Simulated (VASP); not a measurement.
Crystal: ZnS.

```
Zn S
1.0
     3.94637    0.00000    0.00000
    -1.97319    3.41766    0.00000
     0.00000    0.00000    5.88005
Zn S
2 2
Direct
  0.33333 0.66667 0.25000
  0.66667 0.33333 0.75000
  0.66667 0.33333 0.25000
  0.33333 0.66667 0.75000
```

Base run:

* Program: VASP 6.6.1
* Functional: PBE
* Potentials or basis: VASP PAW PBE potentials, release 64 (Zn, S)
* Cutoff: 520 eV
* k mesh: 12 × 12 × 4
* Occupations: gaussian, width 0.01 eV
* Spin: no spin polarisation

Its results: band gap on the k mesh 1.44 eV; pressure 2.2 GPa.

Question: The run is repeated on the same cell with these changes: functional from PBE to r2SCAN; k mesh from 12 × 12 × 4 to 6 × 6 × 4. What comes out?

Answer: Band gap on the k mesh 1.95 eV; pressure 0.0 GPa.

Several settings changed at once.

Caveats: the PAW data sets were made with another functional, which shifts forces and pressure a little (at least some runs).

A k mesh can miss the band edges.
